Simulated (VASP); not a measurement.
Wanted: the native input for a VASP 6.6.1 run.

* Task: single point
* Functional: PBE
* Potentials or basis: VASP PAW PBE potentials, release 64 (Ca_sv, F)
* Cutoff: 600 eV
* k mesh: 6 × 6 × 6
* Occupations: gaussian, width 0.01 eV
* Spin: no spin polarisation
* Dipole correction: no
* Further INCAR settings: ALGO = Normal; EDIFF = 1e-06; NBANDS = 19

The structure of CaF2 lies in POSCAR:

```
CaF2
1.0
    0.0000000000      2.7669383318      2.7669383318
    2.7669383318      0.0000000000      2.7669383318
    2.7669383318      2.7669383318      0.0000000000
Ca F
1 2
Direct
    0.0000000000      0.0000000000      0.0000000000
    0.2500000000      0.2500000000      0.2500000000
    0.7500000000      0.7500000000      0.7500000000
```

The input as run:

INCAR

```
PREC = Accurate
ENCUT = 600
EDIFF = 1E-6
ISMEAR = 0
SIGMA = 0.01
LREAL = F
LASPH = T
NELM = 120
ALGO = Normal
ISIF = 2
LWAVE = F
LCHARG = F
GGA = PE
NBANDS = 19
GGA_COMPAT = F
```

KPOINTS

```
regular mesh
0
Gamma
  6 6 6
```

Potentials or basis: VASP PAW PBE potentials, release 64 (Ca_sv, F).

Launch:

```sh
$ cat potpaw_PBE.64/Ca_sv/POTCAR potpaw_PBE.64/F/POTCAR > POTCAR
$ mpirun -np 1 vasp_std > vasp.out
```

Results of the run:

```json
{
 "Pressure": "-0.8 GPa",
 "Band gap on the k mesh": "7.05 eV (least direct gap 7.30 eV)"
}
```

It took 18 s on 1 thread of Intel Xeon 8259CL, on a shared host, peak memory 0.18 GiB.
